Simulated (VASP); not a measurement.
# Sn (Im-3m) in VASP: further runs

Runs on Sn. Level: PBE. Tasks: single point.

All numbers are computed with VASP 6.6.1; they aren't measurements. Logs are shortened: lines on timing, memory, paths and dates and some standing lists are left out, and cuts for length are marked.

## (1) The cell of the first run

The structure is cubic, space group Im-3m (No. 229). The conventional cell has a = 3.789 Å, b = 3.789 Å, c = 3.789 Å, α = 90.00°, β = 90.00°, γ = 90.00°. Sn (site symmetry m-3m) has 14 Sn at 3.28 to 3.79 Å within 4.3 Å.

## (2) Single point, PBE

INCAR

```
SYSTEM = Sn
PREC = Accurate
ENCUT = 520
EDIFF = 1E-7
ISMEAR = -1
SIGMA = 0.1
LREAL = .False.
LASPH = .True.
NELM = 100
ALGO = Normal
ISIF = 2
LWAVE = .False.
LCHARG = .False.
GGA = PE
NBANDS = 13
```

KPOINTS

```
regular mesh
0
Gamma
  9 9 9
  0 0 0
```

POSCAR

```
Sn
1.0
    3.2816330257     -0.0000000182     -0.0000000315
   -1.0938776581      3.0939532938     -0.0000000315
   -1.0938776581     -1.5469766015      2.6794421768
Sn
1
Direct
    0.0000000000      0.0000000000      0.0000000000
```

Potentials or basis: VASP PAW PBE potentials, release 64 (Sn_d).

Launch:

```sh
cat potpaw_PBE.64/Sn_d/POTCAR > POTCAR
mpirun -np 1 vasp_std > vasp.out
```

OUTCAR:

```text
SYSTEM = Sn
   PREC = Accurate
   ENCUT = 520
   EDIFF = 1E-7
   ISMEAR = -1
   LREAL = .False.
   LASPH = .True.
   NELM = 100
   ISIF = 2
   GGA = PE

 ion  position               nearest neighbor table
   1  0.000  0.000  0.000-

  LATTYP: Found a body centered cubic cell.
 ALAT       =     3.7893034215

  Lattice vectors:

 A1 = (   3.2816330257,  -0.0000000182,  -0.0000000315)
 A2 = (  -1.0938776581,   3.0939532938,  -0.0000000315)
 A3 = (  -1.0938776581,  -1.5469766015,   2.6794421768)

Analysis of symmetry for initial positions (statically):
=====================================================================
 Subroutine PRICEL returns:
 Original cell was already a primitive cell.

 Routine SETGRP: Setting up the symmetry group for a
 body centered cubic supercell.

 Subroutine GETGRP returns: Found 48 space group operations
 (whereof 48 operations were pure point group operations)
 out of a pool of 48 trial point group operations.

The static configuration has the point symmetry O_h .

Analysis of symmetry for dynamics (positions and initial velocities):
=====================================================================
 Subroutine PRICEL returns:
 Original cell was already a primitive cell.

 Routine SETGRP: Setting up the symmetry group for a
 body centered cubic supercell.

 Subroutine GETGRP returns: Found 48 space group operations
 (whereof 48 operations were pure point group operations)
 out of a pool of 48 trial point group operations.

The dynamic configuration has the point symmetry O_h .

 Subroutine INISYM returns: Found 48 space group operations
 (whereof 48 operations are pure point group operations),
 and found     1 'primitive' translations

----------------------------------------------------------------------------------------

                                     Primitive cell

  volume of cell :      27.2050

  direct lattice vectors                    reciprocal lattice vectors
     3.281633026 -0.000000018 -0.000000031     0.304726336  0.107737029  0.186606003
    -1.093877658  3.093953294 -0.000000031     0.000000004  0.323211088  0.186606003
    -1.093877658 -1.546976601  2.679442177     0.000000004  0.000000005  0.373212014

  length of vectors
     3.281633026  3.281633026  3.281633026     0.373212014  0.373212014  0.373212014

  position of ions in fractional coordinates (direct lattice)
     0.000000000  0.000000000  0.000000000

  ion indices of the primitive-cell ions
[... 75 lines left out ...]
   LREAL  =      F    real-space projection
   EDIFFG = 0.1E-05   stopping-criterion for IOM
   NSW    =      0    number of steps for IOM
   IBRION =     -1    ionic relax: 0-MD 1-quasi-New 2-CG
   NFREE  =      0    steps in history (QN), initial steepest desc. (CG)
   ISIF   =      2    stress and relaxation
   ISYM   =      2    0-nonsym 1-usesym 2-fastsym
   POTIM  = 0.5000    time-step for ionic-motion
   TEBEG  =    0.0;   TEEND  =   0.0 temperature during run
   PSTRESS=    0.0 pullay stress
   NELECT =      14.0000    total number of electrons
   NUPDOWN=      -1.0000    fix difference up-down
   EMIN   =  10.00;   EMAX   =-10.00  energy-range for DOS
   EFERMI =   0.00;   METHOD = LEGACY
   ISMEAR =    -1;   SIGMA  =   0.10  broadening in eV -4-tet -1-fermi 0-gaus
   EFERMI_NEDOS =   21; number of points for ismear=-14 and -15
   IALGO  =     38    algorithm
   IMIX   =      4    mixing-type and parameters
     AMIX     =   0.40;   BMIX     =  1.00
     AMIX_MAG =   1.60;   BMIX_MAG =  1.00
  volume/ion in A,a.u.               =      27.20       183.59
  Fermi-wavevector in a.u.,A,eV,Ry     =   1.311902  2.479136 23.416815  1.721087
  Thomas-Fermi vector in A             =   2.442332
   LORBIT       =      0    0 simple, 1 ext, 2 COOP (PROOUT), +10 PAW based schemes
   GGA     = PE    functional components
   LHFCALC =     F    Hartree Fock is set to
   AEXX    =    0.0000 exact exchange contribution
   IVDW    =     0    specifies the selected vdW correction
   LEPSILON=     F    determine dielectric tensor
   LRPA    =     F    only Hartree local field effects (RPA)
 non-spin polarized calculation
  energy-cutoff  :      520.00
  volume of cell :       27.20
 maximum number of plane-waves:       746
   NGX = 13   NGY = 13   NGZ = 13

 number of electron      13.9999996 magnetization

 Free energy of the ion-electron system (eV)
  ---------------------------------------------------
  ext. energy  EPLUGINS =         0.00000000
  ---------------------------------------------------
  free energy    TOTEN  =        -3.79224584 eV

  energy without entropy =       -3.77197976  energy(sigma->0) =       -3.78211280

 E-fermi :   7.9790     XC(G=0): -10.3658

 val. band max:        7.8776686655   @ k =   0.2222   0.2222   0.1111
 cond. band min:       7.9910189007   @ k =  -0.3333   0.3333   0.2222
 fundamental gap:      0.1133502352
 Fermi energy:         7.9789802051

 k-point     1 :       0.0000    0.0000    0.0000
  band No.  band energies     occupation
      1     -13.4939      2.00000
      2     -13.4939      2.00000
      3     -13.4939      2.00000
      4     -13.3558      2.00000
      5     -13.3558      2.00000
      6      -3.0029      2.00000
      7      16.0368      0.00000
      8      16.0368      0.00000
      9      16.0368      0.00000
     10      20.1922      0.00000
     11      20.1922      0.00000
     12      20.1922      0.00000
     13      20.8035      0.00000
[... 354 lines left out ...]
  band No.  band energies     occupation
      1     -13.4867      2.00000
      2     -13.4518      2.00000
      3     -13.4003      2.00000
      4     -13.3642      2.00000
      5     -13.2871      2.00000
      6       2.2944      2.00000
      7       4.4399      2.00000
      8       8.6484      0.00247
      9      12.9738      0.00000
     10      16.8612      0.00000
     11      18.6923      0.00000
     12      19.4041      0.00000
     13      21.4711      0.00000

 [... further k-points ...]
[... 5 lines left out ...]
  --------------------------------------------------------------------------------------
  -------------------------------------------------------------------------------------
  Total        0.0850173      0.0850173      0.0850173     -0.0000000     -0.0000000     -0.0000000
  in kB        5.0069120      5.0069120      5.0069120     -0.0000000     -0.0000000     -0.0000000
  external PRESSURE =       5.0069120 kB  Pullay stress =       0.0000000 kB

 VOLUME and BASIS-vectors are now :
 -----------------------------------------------------------------------------
  energy-cutoff  :      520.00
  volume of cell :       27.20
      direct lattice vectors                 reciprocal lattice vectors
     3.281633026 -0.000000018 -0.000000031     0.304726336  0.107737029  0.186606003
    -1.093877658  3.093953294 -0.000000031     0.000000004  0.323211088  0.186606003
    -1.093877658 -1.546976601  2.679442177     0.000000004  0.000000005  0.373212014

 POSITION                                       TOTAL-FORCE (eV/Angst)
 -----------------------------------------------------------------------------------
      0.00000      0.00000      0.00000         0.000000      0.000000      0.000000
 -----------------------------------------------------------------------------------
    total drift:                                0.000000     -0.000000      0.000000

  FREE ENERGIE OF THE ION-ELECTRON SYSTEM (eV)
  ---------------------------------------------------
  free  energy   TOTEN  =        -3.7922458380 eV

  energy  without entropy=       -3.7719797604  energy(sigma->0) =       -3.78211280
```

OSZICAR:

```text
N       E                     dE             d eps       ncg     rms          rms(c)
DAV:   1     0.809986104544E+02    0.80999E+02   -0.72762E+03   948   0.161E+03
DAV:   2     0.218928980180E+01   -0.78809E+02   -0.76285E+02   965   0.338E+02
DAV:   3    -0.367919034560E+01   -0.58685E+01   -0.58436E+01  1103   0.742E+01
DAV:   4    -0.380202366855E+01   -0.12283E+00   -0.12281E+00  1103   0.115E+01
DAV:   5    -0.380580843559E+01   -0.37848E-02   -0.37847E-02  1163   0.204E+00    0.132E+00
DAV:   6    -0.379568988651E+01    0.10119E-01   -0.10839E-02  1173   0.178E+00    0.732E-01
DAV:   7    -0.379237726305E+01    0.33126E-02   -0.70790E-03  1155   0.138E+00    0.987E-02
DAV:   8    -0.379224520024E+01    0.13206E-03   -0.70531E-04  1125   0.442E-01    0.233E-02
DAV:   9    -0.379224500209E+01    0.19815E-06   -0.11955E-05  1244   0.417E-02    0.168E-02
DAV:  10    -0.379224577378E+01   -0.77169E-06   -0.33966E-06  1135   0.249E-02    0.184E-03
DAV:  11    -0.379224592429E+01   -0.15051E-06   -0.14901E-07   843   0.641E-03    0.436E-04
DAV:  12    -0.379224581102E+01    0.11327E-06   -0.25386E-08   640   0.187E-03    0.256E-04
DAV:  13    -0.379224583802E+01   -0.27009E-07   -0.18589E-08   625   0.233E-03
   1 F= -.37922458E+01 E0= -.37821128E+01  d E =-.202661E-01
```

stdout:

```text
POSCAR found type information on POSCAR Sn
 POSCAR found :  1 types and       1 ions
 scaLAPACK will be used
 LDA part: xc-table for (Slater+PW92), standard interpolation
 POSCAR, INCAR and KPOINTS ok, starting setup
 FFT: planning ... GRIDC
 FFT: planning ... GRID_SOFT
 FFT: planning ... GRID
 WAVECAR not read
 entering main loop
```

Run time: 3.9 s. Hardware: 1 thread of Intel Xeon 6975P-C (Granite Rapids), shared host; peak memory 0.13 GiB.

What came out:

```
Free energy            : -3.7922 eV
Pressure               : 0.5 GPa
Band gap on the k mesh : zero (band 7 reaches 16.04 eV, above the bottom of band 8 at 5.62 eV)
```

Caveat: spin-orbit coupling is left out, which moves the levels of the heavy elements.

## (3) Single point, PBE

INCAR

```
ALGO = Normal ; EDIFF = 1E-6
ENCUT = 520 ; GGA = PE
ISIF = 2 ; ISMEAR = -1
LASPH = True ; LCHARG = True
LELF = True ; LREAL = False
LVHAR = True ; LWAVE = False
NBANDS = 13 ; NELM = 60
PREC = Accurate ; SIGMA = 0.1
```

KPOINTS

```
k-points
0
Gamma
  9 9 9
```

POSCAR is that of step 2.

Potentials or basis: VASP PAW PBE potentials, release 64 (Sn_d).

Launch:

```sh
cat potpaw_PBE.64/Sn_d/POTCAR > POTCAR
mpirun -np 1 vasp_std > vasp.out
```

Wall time 3.4 s (1 thread of Intel Xeon 6975P-C (Granite Rapids), shared host); peak memory 0.13 GiB.

Results (log left out):

* Free energy: -3.7922 eV
* Pressure: 0.5 GPa
* Band gap on the k mesh: zero (band 7 reaches 16.04 eV, above the bottom of band 8 at 5.62 eV)

Levels at points of the mesh, in eV from the Fermi level:
```csv
k point,band 4,band 5,band 6,band 7,band 8,band 9,band 10,band 11
"(0.00, 0.00, 0.00)",-21.34,-21.34,-10.98,8.06,8.06,8.06,12.21,12.21
```

Caveat: spin-orbit coupling is left out, which moves the levels of the heavy elements.
